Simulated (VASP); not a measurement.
# Ti in VASP: notebook, part 2 of 3

VASP 6.6.1.

## (3) Electric field gradients, PBE (equal xy, yz and zx shear strains of +2 %)

File INCAR:

```
  ALGO = Normal
  EDIFF = 1E-8
  ENCUT = 520
  GGA = PE
  ISIF = 2
  ISMEAR = -1
  LASPH = True
  LCHARG = False
  LEFG = True
  LREAL = False
  LWAVE = False
  NBANDS = 12
  NELM = 100
  PREC = Accurate
  SIGMA = 0.05
```

File KPOINTS:

```
k-points
0
Gamma
  15 15 15
```

File POSCAR:

```
Ti
1.0
    0.0406000000      2.0503000000      2.0503000000
    2.0503000000      0.0406000000      2.0503000000
    2.0503000000      2.0503000000      0.0406000000
Ti
1
Direct
    0.0000000000      0.0000000000      0.0000000000
```

Potentials or basis: VASP PAW PBE potentials, release 64 (Ti_sv).

Launch:

```sh
$ cat potpaw_PBE.64/Ti_sv/POTCAR > POTCAR
$ mpirun -np 1 vasp_std > vasp.out
```

OUTCAR:

```text
EDIFF = 1E-8
   ENCUT = 520
   GGA = PE
   ISIF = 2
   ISMEAR = -1
   LASPH = True
   LREAL = False
   NELM = 100
   PREC = Accurate

 ion  position               nearest neighbor table
   1  0.000  0.000  0.000-

  LATTYP: Found a trigonal (rhomboedric) cell.
 ALAT       =     2.8998462959
 COS(alpha) =     0.5197000882

  Lattice vectors:

 A1 = (   0.0406000000,   2.0503000000,   2.0503000000)
 A2 = (   2.0503000000,   0.0406000000,   2.0503000000)
 A3 = (   2.0503000000,   2.0503000000,   0.0406000000)

Analysis of symmetry for initial positions (statically):
=====================================================================
 Subroutine PRICEL returns:
 Original cell was already a primitive cell.

 Routine SETGRP: Setting up the symmetry group for a
 trigonal (rhombohedral) supercell.

 Subroutine GETGRP returns: Found 12 space group operations
 (whereof 12 operations were pure point group operations)
 out of a pool of 12 trial point group operations.

The static configuration has the point symmetry D_3d.

Analysis of symmetry for dynamics (positions and initial velocities):
=====================================================================
 Subroutine PRICEL returns:
 Original cell was already a primitive cell.

 Routine SETGRP: Setting up the symmetry group for a
 trigonal (rhombohedral) supercell.

 Subroutine GETGRP returns: Found 12 space group operations
 (whereof 12 operations were pure point group operations)
 out of a pool of 12 trial point group operations.

The dynamic configuration has the point symmetry D_3d.

 Subroutine INISYM returns: Found 12 space group operations
 (whereof 12 operations are pure point group operations),
 and found     1 'primitive' translations

----------------------------------------------------------------------------------------

                                     Primitive cell

  volume of cell :      16.7259

  direct lattice vectors                    reciprocal lattice vectors
     0.040600000  2.050300000  2.050300000    -0.251232503  0.246354202  0.246354202
     2.050300000  0.040600000  2.050300000     0.246354202 -0.251232503  0.246354202
     2.050300000  2.050300000  0.040600000     0.246354202  0.246354202 -0.251232503

  length of vectors
     2.899846296  2.899846296  2.899846296     0.429532951  0.429532951  0.429532951

  position of ions in fractional coordinates (direct lattice)
     0.000000000  0.000000000  0.000000000

  ion indices of the primitive-cell ions
   primitive index   ion index
                 1           1

----------------------------------------------------------------------------------------

 KPOINTS: k-points

Automatic generation of k-mesh.
 Grid dimensions read from file:
 generate k-points for:   15   15   15

 Generating k-lattice:

  Cartesian coordinates                     Fractional coordinates (reciprocal lattice)
    -0.016748834  0.016423613  0.016423613     0.066666667 -0.000000000 -0.000000000
[... 73 lines left out ...]
   EFERMI =   0.00;   METHOD = LEGACY
   ISMEAR =    -1;   SIGMA  =   0.05  broadening in eV -4-tet -1-fermi 0-gaus
   EFERMI_NEDOS =   21; number of points for ismear=-14 and -15
   IALGO  =     38    algorithm
   IMIX   =      4    mixing-type and parameters
     AMIX     =   0.40;   BMIX     =  1.00
     AMIX_MAG =   1.60;   BMIX_MAG =  1.00
  volume/ion in A,a.u.               =      16.73       112.87
  Fermi-wavevector in a.u.,A,eV,Ry     =   1.465567  2.769520 29.223773  2.147887
  Thomas-Fermi vector in A             =   2.581409
   LORBIT       =      0    0 simple, 1 ext, 2 COOP (PROOUT), +10 PAW based schemes
   GGA     = PE    functional components
   LHFCALC =     F    Hartree Fock is set to
   AEXX    =    0.0000 exact exchange contribution
   IVDW    =     0    specifies the selected vdW correction
   LEPSILON=     F    determine dielectric tensor
   LRPA    =     F    only Hartree local field effects (RPA)
 non-spin polarized calculation
  energy-cutoff  :      520.00
  volume of cell :       16.73
 maximum number of plane-waves:       465
 NGX is ok and might be reduce to    24
   NGX = 11   NGY = 11   NGZ = 11

 number of electron      12.0000000 magnetization

 Free energy of the ion-electron system (eV)
  ---------------------------------------------------
  ext. energy  EPLUGINS =         0.00000000
  ---------------------------------------------------
  free energy    TOTEN  =        -7.77330264 eV

  energy without entropy =       -7.75979920  energy(sigma->0) =       -7.76655092

 E-fermi :   8.6333     XC(G=0): -11.6767

 val. band max:        8.6176118881   @ k =   0.2667   0.2000   0.2000
 cond. band min:       8.6335469457   @ k =  -0.4000   0.2667   0.2667
 fundamental gap:      0.0159350575
 Fermi energy:         8.6333078325

 k-point     1 :       0.0000    0.0000    0.0000
  band No.  band energies     occupation
      1     -48.0212      2.00000
      2     -23.8615      2.00000
      3     -23.8192      2.00000
      4     -23.8192      2.00000
      5       2.4429      2.00000
      6       9.3130      0.00000
      7       9.6212      0.00000
      8       9.6212      0.00000
      9      11.2506      0.00000
     10      11.2506      0.00000
     11      24.0579      0.00000
     12      28.1975      0.00000
[... 331 lines left out ...]
 k-point    24 :       0.2000    0.1333   -0.0000
  band No.  band energies     occupation
      1     -47.9708      2.00000
      2     -24.0470      2.00000
      3     -23.9167      2.00000
      4     -23.8810      2.00000
      5       3.7031      2.00000
      6       8.6954      0.44789
      7       9.9206      0.00000
      8      10.1054      0.00000
      9      10.5709      0.00000
     10      11.5012      0.00000
     11      24.7985      0.00000
     12      25.2648      0.00000

 [... further k-points ...]

------------------------ aborting loop because EDIFF is reached ----------------------------------------

  FORCE on cell =-STRESS in cart. coord.  units (eV):
  Direction    XX          YY          ZZ          XY          YZ          ZX
  --------------------------------------------------------------------------------------
  -------------------------------------------------------------------------------------
  Total        0.4345524      0.4345524      0.4345524     -0.1306622     -0.1306622     -0.1306622
  in kB       41.6259379     41.6259379     41.6259379    -12.5161862    -12.5161862    -12.5161862
  external PRESSURE =      41.6259379 kB  Pullay stress =       0.0000000 kB

 VOLUME and BASIS-vectors are now :
 -----------------------------------------------------------------------------
  energy-cutoff  :      520.00
  volume of cell :       16.73
      direct lattice vectors                 reciprocal lattice vectors
     0.040600000  2.050300000  2.050300000    -0.251232503  0.246354202  0.246354202
     2.050300000  0.040600000  2.050300000     0.246354202 -0.251232503  0.246354202
     2.050300000  2.050300000  0.040600000     0.246354202  0.246354202 -0.251232503

 POSITION                                       TOTAL-FORCE (eV/Angst)
 -----------------------------------------------------------------------------------
      0.00000      0.00000      0.00000         0.000000     -0.000000     -0.000000
 -----------------------------------------------------------------------------------
    total drift:                                0.000000      0.000000      0.000000

  FREE ENERGIE OF THE ION-ELECTRON SYSTEM (eV)
  ---------------------------------------------------
  free  energy   TOTEN  =        -7.7733026401 eV

  energy  without entropy=       -7.7597991954  energy(sigma->0) =       -7.76655092

 Electric field gradients (V/A^2)
---------------------------------------------------------------------
 ion       V_xx      V_yy      V_zz      V_xy      V_xz      V_yz
---------------------------------------------------------------------
   1      -0.000    -0.000     0.000    -4.009    -4.009    -4.009
---------------------------------------------------------------------

 Electric field gradients after diagonalization (V/A^2)
 (convention: |V_zz| > |V_xx| > |V_yy|)
----------------------------------------------------------------------
 ion       V_xx      V_yy      V_zz     asymmetry (V_yy - V_xx)/ V_zz
----------------------------------------------------------------------
   1       4.009     4.009    -8.018       0.000
----------------------------------------------------------------------

           NMR quadrupolar parameters

 Cq : quadrupolar parameter    Cq=e*Q*V_zz/h
 eta: asymmetry parameters     (V_yy - V_xx)/ V_zz
 Q  : nuclear electric quadrupole moment in mb (millibarn)
----------------------------------------------------------------------
 ion       Cq(MHz)       eta       Q (mb)
----------------------------------------------------------------------
   1      -0.019       0.000       1.000
----------------------------------------------------------------------
```

Run time: 89 s. Hardware: 1 thread of Intel Xeon 8259CL, shared host; peak memory 0.19 GiB.

What came out:

```yaml
Free_energy: -7.7733 eV
Pressure: 4.2 GPa
Band_gap_on_the_k_mesh: zero (bands 6 and 7 overlap by 1.06 eV)
Largest_electric_field_gradient_by_atom: Ti -8.0 V/Å²
```

Electric field gradients, principal values (V/Å²):
```
atom  least  middle  greatest (by size)
1 Ti  4.009   4.009              -8.018
```

Caveat: the cell differs from its parent crystal (equal xy, yz and zx shear strains of +2 %); the cell stands under pressure; without QUAD_EFG the Cq values of the log hold for a quadrupole moment of 1 mb, not for the nuclei.

## (4) Electric field gradients, PBE (equal xy, yz and zx shear strains of +2 %)

File INCAR:

```
SYSTEM = Ti
PREC = Accurate ; ENCUT = 520
EDIFF = 1E-8 ; ISMEAR = -1
SIGMA = 0.05 ; LREAL = .FALSE.
LASPH = .TRUE. ; NELM = 100
ALGO = Normal ; ISIF = 2
LWAVE = .FALSE. ; LCHARG = .FALSE.
GGA = PE ; LEFG = .TRUE.
NBANDS = 12
```

File KPOINTS:

```
regular mesh
0
G
  15 15 15
  0 0 0
```

POSCAR is that of step 3.

Potentials or basis: VASP PAW PBE potentials, release 64 (Ti_sv).

Launch:

```sh
$ cat potpaw_PBE.64/Ti_sv/POTCAR > POTCAR
$ mpirun -np 1 vasp_std > vasp.out
```

OUTCAR:

```text
SYSTEM = Ti
   PREC = Accurate
   ENCUT = 520
   EDIFF = 1E-8
   ISMEAR = -1
   LREAL = .FALSE.
   LASPH = .TRUE.
   NELM = 100
   ISIF = 2
   GGA = PE

 ion  position               nearest neighbor table
   1  0.000  0.000  0.000-

  LATTYP: Found a trigonal (rhomboedric) cell.
 ALAT       =     2.8998462959
 COS(alpha) =     0.5197000882

  Lattice vectors:

 A1 = (   0.0406000000,   2.0503000000,   2.0503000000)
[... 567 lines left out ...]
    total drift:                                0.000000      0.000000      0.000000

  FREE ENERGIE OF THE ION-ELECTRON SYSTEM (eV)
  ---------------------------------------------------
  free  energy   TOTEN  =        -7.7733026401 eV

  energy  without entropy=       -7.7597991954  energy(sigma->0) =       -7.76655092

 Electric field gradients (V/A^2)
---------------------------------------------------------------------
 ion       V_xx      V_yy      V_zz      V_xy      V_xz      V_yz
---------------------------------------------------------------------
   1      -0.000    -0.000     0.000    -4.009    -4.009    -4.009
---------------------------------------------------------------------

 Electric field gradients after diagonalization (V/A^2)
 (convention: |V_zz| > |V_xx| > |V_yy|)
----------------------------------------------------------------------
 ion       V_xx      V_yy      V_zz     asymmetry (V_yy - V_xx)/ V_zz
----------------------------------------------------------------------
   1       4.009     4.009    -8.018       0.000
----------------------------------------------------------------------

           NMR quadrupolar parameters

 Cq : quadrupolar parameter    Cq=e*Q*V_zz/h
 eta: asymmetry parameters     (V_yy - V_xx)/ V_zz
 Q  : nuclear electric quadrupole moment in mb (millibarn)
----------------------------------------------------------------------
 ion       Cq(MHz)       eta       Q (mb)
----------------------------------------------------------------------
   1      -0.019       0.000       1.000
----------------------------------------------------------------------
```

stdout:

```text
POSCAR found type information on POSCAR Ti
 POSCAR found :  1 types and       1 ions
 scaLAPACK will be used
 LDA part: xc-table for (Slater+PW92), standard interpolation
 POSCAR, INCAR and KPOINTS ok, starting setup
 FFT: planning ... GRIDC
 FFT: planning ... GRID_SOFT
 FFT: planning ... GRID
 WAVECAR not read
 entering main loop
ion   1
```

It took 93 s on 1 thread of Intel Xeon 8259CL, shared host; peak memory 0.19 GiB.

Results:

```yaml
Free_energy: -7.7733 eV
Pressure: 4.2 GPa
Band_gap_on_the_k_mesh: zero (bands 6 and 7 overlap by 1.06 eV)
Largest_electric_field_gradient_by_atom: Ti -8.0 V/Å²
```

Levels at points of the mesh, in eV from the Fermi level:
| k point | band 2 | band 3 | band 4 | band 5 | band 6 | band 7 | band 8 | band 9 | band 10 | band 11 |
| --- | --- | --- | --- | --- | --- | --- | --- | --- | --- | --- |
| (0.00, 0.00, 0.00) | -32.49 | -32.45 | -32.45 | -6.19 | 0.68 | 0.99 | 0.99 | 2.62 | 2.62 | 15.42 |

Electric field gradients, principal values (V/Å²):
```csv
atom,least,middle,greatest (by size)
1 Ti,4.009,4.009,-8.018
```

Caveat: the cell differs from its parent crystal (equal xy, yz and zx shear strains of +2 %); the cell stands under pressure; without QUAD_EFG the Cq values of the log hold for a quadrupole moment of 1 mb, not for the nuclei.

(Part 2 of 3 ends here.)
